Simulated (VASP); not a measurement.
Write the native input for VASP 6.6.1 that does the following.

* Task: relaxation of the atoms
* Functional: PBE
* Potentials or basis: VASP PAW PBE potentials, release 64 (Pt)
* Cutoff: 520 eV
* k mesh: 12 × 12 × 1
* Occupations: gaussian, width 0.1 eV
* Spin: no spin polarisation
* Dipole correction: yes
* Further INCAR settings: ALGO = Normal; EDIFF = 1e-06; IBRION = 2; EDIFFG = -0.02; NSW = 80

The structure of Pt lies in POSCAR:

```
Pt
1.0
    2.8072945026      0.0000000000      0.0000000000
    0.0000000000      2.8072945026      0.0000000000
    0.0000000000      0.0000000000     18.9701139592
Pt
3
Direct
    0.5000000000      0.5000000000      0.3953587214
    0.0000000000      0.0000000000      0.5000000000
    0.5000000000      0.5000000000      0.6046412786
```

These files were run (other wordings do the same):

INCAR

```
SYSTEM = Pt
PREC = Accurate ; ENCUT = 520
EDIFF = 1E-6 ; ISMEAR = 0
SIGMA = 0.1 ; LREAL = .False.
LASPH = .True. ; NELM = 100
ALGO = Normal ; ISIF = 2
LWAVE = .False. ; LCHARG = .False.
LDIPOL = .True. ; IDIPOL = 3
DIPOL = 0.5 0.5 0.500 ; GGA = PE
IBRION = 2 ; NSW = 80
EDIFFG = -0.02
```

KPOINTS

```
Automatic mesh
0
Gamma
  12 12 1
  0 0 0
```

Potentials or basis: VASP PAW PBE potentials, release 64 (Pt).

Launch:

```console
$ cat potpaw_PBE.64/Pt/POTCAR > POTCAR
$ mpirun -np 1 vasp_std > vasp.out
```

Results of the run:

```
Energy gained by relaxing    : 9.4 meV/atom
Ionic steps                  : 4
Largest force after relaxing : 0.003 eV/Å
Band gap on the k mesh       : zero (bands 15 and 16 overlap by 1.25 eV)
```

Caveat: spin-orbit coupling is left out, which moves the levels of the heavy elements.

Wall time 5 min on 1 thread of Intel(R) Xeon(R) Platinum 8259CL CPU @ 2.50GHz (Skylake/Cascade Lake) (shared host), peak memory 0.3 GiB.
